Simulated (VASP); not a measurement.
YbTl3:

```
Tl Yb
1.0
     4.61300    0.00000    0.00000
     0.00000    4.61300    0.00000
     0.00000    0.00000    4.61300
Tl Yb
3 1
Direct
  0.00000 0.50000 0.50000
  0.50000 0.00000 0.50000
  0.50000 0.50000 0.00000
  0.00000 0.00000 0.00000
```

Base run:

- Program: VASP 6.6.1
- Functional: PBEsol
- Potentials or basis: VASP PAW PBE potentials, release 64 (Tl_d, Yb)
- Cutoff: 520 eV
- k mesh: 6 × 6 × 6
- Occupations: fermi-dirac, width 0.05 eV
- Spin: collinear spin
- Starting moments: [0.0, 0.0, 0.0, 0.1] μB

Its results: pressure 8.3 GPa; net moment 0.00 μB per cell.

The run is repeated on the same cell with these changes: spin from collinear spin to collinear spin, ferromagnetic start; moments at the start from [0.0, 0.0, 0.0, 0.1] to [0.0, 0.0, 0.0, 1.0]. What comes out?

Pressure 3.8 GPa; net moment 0.00 μB per cell.

Caveats: the cell stands under pressure; the PAW data sets were made with another functional, which shifts forces and pressure a little.
